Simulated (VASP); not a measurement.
# ZrO2 (P4_2/nmc) in VASP: vibrations by perturbation theory with PBEsol

Aim: the vibrations by perturbation theory of ZrO2 with PBEsol.

Everything below comes from runs of VASP 6.6.1. Logs are shortened: lines on timing, memory, paths and dates and some standing lists are left out, and cuts for length are marked.

## (1) The cell of the first run

It takes space group P4_2/nmc (No. 137, tetragonal). Conventional cell: a = 3.620 Å, b = 3.620 Å, c = 5.228 Å, α = 90.00°, β = 90.00°, γ = 90.00°. Zr (site symmetry -4m2) has 8 O at 2.08 to 2.41 Å within 2.8 Å. O (site symmetry 2mm) has 4 Zr at 2.08 to 2.41 Å and 6 O at 2.61 to 2.62 Å within 2.8 Å.

## (2) Vibrations by perturbation theory, PBEsol (11.42 Å³/atom)

Input file INCAR:

```
PREC = Accurate ; ENCUT = 600
EDIFF = 1E-8 ; ISMEAR = 0
SIGMA = 0.01 ; LREAL = F
LASPH = T ; NELM = 120
ALGO = Normal ; ISIF = 2
LWAVE = F ; LCHARG = T
GGA = PS ; IBRION = 8
NSW = 1 ; GGA_COMPAT = F
```

Input file KPOINTS:

```
Automatic mesh
0
Gamma
  6 6 4
```

Input file POSCAR:

```
ZrO2
1.0
    3.6199690103      0.0000000000      0.0000000000
    0.0000000000      3.6199690103      0.0000000000
    0.0000000000      0.0000000000      5.2284288789
Zr O
2 4
Direct
    0.0000000000      0.0000000000      0.0000000000
    0.5000000000      0.5000000000      0.5000000000
    0.0000000000      0.5000000000      0.1954187400
    0.0000000000      0.5000000000      0.6954187400
    0.5000000000      0.0000000000      0.3045812600
    0.5000000000      0.0000000000      0.8045812600
```

Potentials or basis: VASP PAW PBE potentials, release 64 (Zr_sv, O).

Started as:

```
cat potpaw_PBE.64/Zr_sv/POTCAR potpaw_PBE.64/O/POTCAR > POTCAR
mpirun -np 1 vasp_std > vasp.out
```

OUTCAR:

```text
PREC = Accurate
   ENCUT = 600
   EDIFF = 1E-8
   ISMEAR = 0
   LREAL = F
   LASPH = T
   NELM = 120
   ISIF = 2
   GGA = PS
   IBRION = 8
   NSW = 1

 ion  position               nearest neighbor table
   1  0.000  0.000  0.000-   3 2.08   6 2.08   3 2.08   6 2.08   5 2.41   4 2.41   5 2.41   4 2.41
                             2 3.66   2 3.66   2 3.66   2 3.66   2 3.66   2 3.66   2 3.66   2 3.66
   2  0.500  0.500  0.500-   4 2.08   5 2.08   5 2.08   4 2.08   3 2.41   6 2.41   3 2.41   6 2.41
                             1 3.66   1 3.66   1 3.66   1 3.66   1 3.66   1 3.66   1 3.66   1 3.66
   3  0.000  0.500  0.195-   1 2.08   1 2.08   2 2.41   2 2.41
   4  0.000  0.500  0.695-   2 2.08   2 2.08   1 2.41   1 2.41
   5  0.500  0.000  0.305-   2 2.08   2 2.08   1 2.41   1 2.41
   6  0.500  0.000  0.805-   1 2.08   1 2.08   2 2.41   2 2.41

  LATTYP: Found a simple tetragonal cell.
 ALAT       =     3.6199690103
 C/A-ratio  =     1.4443297343

  Lattice vectors:

 A1 = (   3.6199690103,   0.0000000000,   0.0000000000)
 A2 = (   0.0000000000,   3.6199690103,   0.0000000000)
 A3 = (   0.0000000000,   0.0000000000,   5.2284288789)

Analysis of symmetry for initial positions (statically):
=====================================================================
 Subroutine PRICEL returns:
 Original cell was already a primitive cell.

 Routine SETGRP: Setting up the symmetry group for a
 simple tetragonal supercell.

 Subroutine GETGRP returns: Found 16 space group operations
 (whereof  8 operations were pure point group operations)
 out of a pool of 16 trial point group operations.

The static configuration has the point symmetry D_2d.
 The point group associated with its full space group is D_4h.

Analysis of symmetry for dynamics (positions and initial velocities):
=====================================================================
 Subroutine PRICEL returns:
 Original cell was already a primitive cell.

 Routine SETGRP: Setting up the symmetry group for a
 simple tetragonal supercell.

 Subroutine GETGRP returns: Found 16 space group operations
 (whereof  8 operations were pure point group operations)
 out of a pool of 16 trial point group operations.

The dynamic configuration has the point symmetry D_2d.
[... 929 lines left out ...]
     0.000000000  0.000000000  5.228428879     0.000000000  0.000000000  0.191262045

 POSITION                                       TOTAL-FORCE (eV/Angst)
 -----------------------------------------------------------------------------------
      0.00000      0.00000      0.00000         0.000000      0.000000      0.000000
      1.80998      1.80998      2.61421         0.000000     -0.000000      0.000000
      0.00000      1.80998      1.02173        -0.000000      0.000000      0.025083
      0.00000      1.80998      3.63595         0.000000      0.000000      0.025083
      1.80998      0.00000      1.59248         0.000000      0.000000     -0.025083
      1.80998      0.00000      4.20670        -0.000000      0.000000     -0.025083
 -----------------------------------------------------------------------------------
    total drift:                                0.000000     -0.000000      0.000000

  FREE ENERGIE OF THE ION-ELECTRON SYSTEM (eV)
  ---------------------------------------------------
  free  energy   TOTEN  =       -59.9537283974 eV

  energy  without entropy=      -59.9537283974  energy(sigma->0) =      -59.95372840

[... ionic steps 2 to 9 ...]

--------------------------------------- Ionic step       10  -------------------------------------------

------------------------ aborting loop because EDIFF is reached ----------------------------------------

--------------------------------------- Ionic step       11  -------------------------------------------

------------------------ aborting loop because EDIFF is reached ----------------------------------------

--------------------------------------- Ionic step       12  -------------------------------------------

 Free energy of the ion-electron system (eV)
  ---------------------------------------------------
  ---------------------------------------------------
  free energy    TOTEN  =        -0.37565715 eV

  energy without entropy =       -0.37565715

------------------------ aborting loop because EDIFF is reached ----------------------------------------

 INTERNAL STRAIN TENSOR  FOR ION    3  DIRECTION 3   (eV/Angst):
 -----------------------------------------------------------------------------
     2.57676  0.00000  0.00000
     0.00000-10.45252  0.00000
     0.00000  0.00000 -8.29565

 INTERNAL STRAIN TENSOR FOR ION    6 for displacements in x,y,z  (eV/Angst):
          X           Y           Z          XY          YZ          ZX
  --------------------------------------------------------------------------------
  x     0.00000     0.00000     0.00000     0.00000     0.00000     7.23346
  y     0.00000     0.00000     0.00000     0.00000    -1.72759     0.00000
  z    10.45252    -2.57676     8.29565     0.00000     0.00000     0.00000

 SECOND DERIVATIVES (NOT SYMMETRIZED)
 ------------------------------------
               1X          1Y          1Z          2X          2Y          2Z          3X          3Y          3Z          4X          4Y          4Z          5X          5Y          5Z          6X          6Y          6Z
  1X    -8.041739    0.000000    0.000000    0.388915    0.000000    0.000000    1.381168    0.000000    0.000000    0.789160    0.000000    0.000000   -2.019940    0.000000    0.000000    7.502435    0.000000    0.000000
  1Y     0.000000   -8.041739    0.000000    0.000000    0.388915    0.000000    0.000000    7.502435    0.000000    0.000000   -2.019940    0.000000    0.000000    0.789160    0.000000    0.000000    1.381168    0.000000
  1Z     0.000000    0.000000  -22.621947    0.000000    0.000000   13.581536    0.000000    0.000000    6.050270    0.000000    0.000000   -1.530065    0.000000    0.000000   -1.530065    0.000000    0.000000    6.050270
  2X     0.388915    0.000000    0.000000   -8.041739    0.000000    0.000000   -2.019940    0.000000    0.000000    7.502435    0.000000    0.000000    1.381168    0.000000    0.000000    0.789160    0.000000    0.000000
  2Y     0.000000    0.388915    0.000000    0.000000   -8.041739    0.000000    0.000000    0.789160    0.000000    0.000000    1.381168    0.000000    0.000000    7.502435    0.000000    0.000000   -2.019940    0.000000
  2Z     0.000000    0.000000   13.581536    0.000000    0.000000  -22.621947    0.000000    0.000000   -1.530065    0.000000    0.000000    6.050270    0.000000    0.000000    6.050270    0.000000    0.000000   -1.530065
  3X     1.363637    0.000000    0.000000   -2.018435    0.000000    0.000000   -5.076875    0.000000    0.000000    0.673063    0.000000    0.000000    4.663961    0.000000    0.000000    0.394649    0.000000    0.000000
  3Y     0.000000    7.499522    0.000000    0.000000    0.782122    0.000000    0.000000  -15.725699    0.000000    0.000000    0.669607    0.000000    0.000000    6.381300    0.000000    0.000000    0.393148    0.000000
  3Z     0.000000    0.000000    6.029662    0.000000    0.000000   -1.525469    0.000000    0.000000  -12.479563    0.000000    0.000000    7.693020    0.000000    0.000000   -1.000995    0.000000    0.000000    1.283345
  4X     0.782122    0.000000    0.000000    7.499522    0.000000    0.000000    0.669607    0.000000    0.000000  -15.725699    0.000000    0.000000    0.393148    0.000000    0.000000    6.381300    0.000000    0.000000
  4Y     0.000000   -2.018435    0.000000    0.000000    1.363637    0.000000    0.000000    0.673063    0.000000    0.000000   -5.076875    0.000000    0.000000    0.394649    0.000000    0.000000    4.663961    0.000000
  4Z     0.000000    0.000000   -1.525469    0.000000    0.000000    6.029662    0.000000    0.000000    7.693020    0.000000    0.000000  -12.479563    0.000000    0.000000    1.283345    0.000000    0.000000   -1.000995
  5X    -2.018435    0.000000    0.000000    1.363637    0.000000    0.000000    4.663961    0.000000    0.000000    0.394649    0.000000    0.000000   -5.076875    0.000000    0.000000    0.673063    0.000000    0.000000
  5Y     0.000000    0.782122    0.000000    0.000000    7.499522    0.000000    0.000000    6.381300    0.000000    0.000000    0.393148    0.000000    0.000000  -15.725699    0.000000    0.000000    0.669607    0.000000
  5Z     0.000000    0.000000   -1.525469    0.000000    0.000000    6.029662    0.000000    0.000000   -1.000995    0.000000    0.000000    1.283345    0.000000    0.000000  -12.479563    0.000000    0.000000    7.693020
  6X     7.499522    0.000000    0.000000    0.782122    0.000000    0.000000    0.393148    0.000000    0.000000    6.381300    0.000000    0.000000    0.669607    0.000000    0.000000  -15.725699    0.000000    0.000000
  6Y     0.000000    1.363637    0.000000    0.000000   -2.018435    0.000000    0.000000    0.394649    0.000000    0.000000    4.663961    0.000000    0.000000    0.673063    0.000000    0.000000   -5.076875    0.000000
  6Z     0.000000    0.000000    6.029662    0.000000    0.000000   -1.525469    0.000000    0.000000    1.283345    0.000000    0.000000   -1.000995    0.000000    0.000000    7.693020    0.000000    0.000000  -12.479563

 Eigenvectors and eigenvalues of the dynamical matrix
 ----------------------------------------------------

   1 f  =   18.539024 THz   116.484124 2PiTHz  618.395279 cm-1    76.671208 meV
             X         Y         Z           dx          dy          dz
      0.000000  0.000000  0.000000     0.095404   -0.001571   -0.000000
      1.809985  1.809985  2.614214    -0.095404    0.001571    0.000000
      0.000000  1.809985  1.021733    -0.025842    0.011529    0.000000
      0.000000  1.809985  3.635947     0.700068   -0.000426   -0.000000
      1.809985  0.000000  1.592481     0.025842   -0.011529    0.000000
      1.809985  0.000000  4.206696    -0.700068    0.000426   -0.000000
[... 145 lines left out ...]
  18 f/i=    0.016949 THz     0.106496 2PiTHz    0.565370 cm-1     0.070097 meV
             X         Y         Z           dx          dy          dz
      0.000000  0.000000  0.000000    -0.456672    0.398978    0.000000
      1.809985  1.809985  2.614214    -0.456672    0.398978    0.000000
      0.000000  1.809985  1.021733    -0.195429    0.167640    0.000000
      0.000000  1.809985  3.635947    -0.191882    0.170739    0.000000
      1.809985  0.000000  1.592481    -0.195429    0.167640    0.000000
      1.809985  0.000000  4.206696    -0.191882    0.170739    0.000000

--------------------------------------------------------------------------------------------------------

 ELASTIC MODULI CONTR FROM IONIC RELAXATION (kBar)
 Direction    XX          YY          ZZ          XY          YZ          ZX
 --------------------------------------------------------------------------------
 XX        -771.9915    199.6817   -602.8223      0.0000      0.0000     -0.0000
 YY         199.6817   -771.9915   -602.8223      0.0000     -0.0000     -0.0000
 ZZ        -602.8223   -602.8223  -1269.9233      0.0000     -0.0000     -0.0000
 XY           0.0000      0.0000      0.0000      0.0000      0.0000      0.0000
 YZ           0.0000     -0.0000     -0.0000      0.0000   -791.6623     -0.0000
 ZX          -0.0000     -0.0000     -0.0000      0.0000     -0.0000   -787.8949
 --------------------------------------------------------------------------------
```

Wall time 12 min (1 thread of Intel Xeon 6975P-C (Granite Rapids), shared host); peak memory 0.56 GiB.

Results:

```yaml
Highest_phonon_frequency_at_Γ_LO-TO_splitting_left_out: 618 cm⁻¹
```

Phonon frequencies in cm⁻¹ (negative: imaginary):
```
              q point                                                        frequencies
(0.000, 0.000, 0.000)  -1 -1 0 76 76 123 123 286 294 322 411 411 428 428 575 618 618 618
```

Caveat: the cell stands under pressure or tension, which shifts response properties; the PAW data sets were made with another functional, which shifts forces and pressure a little.
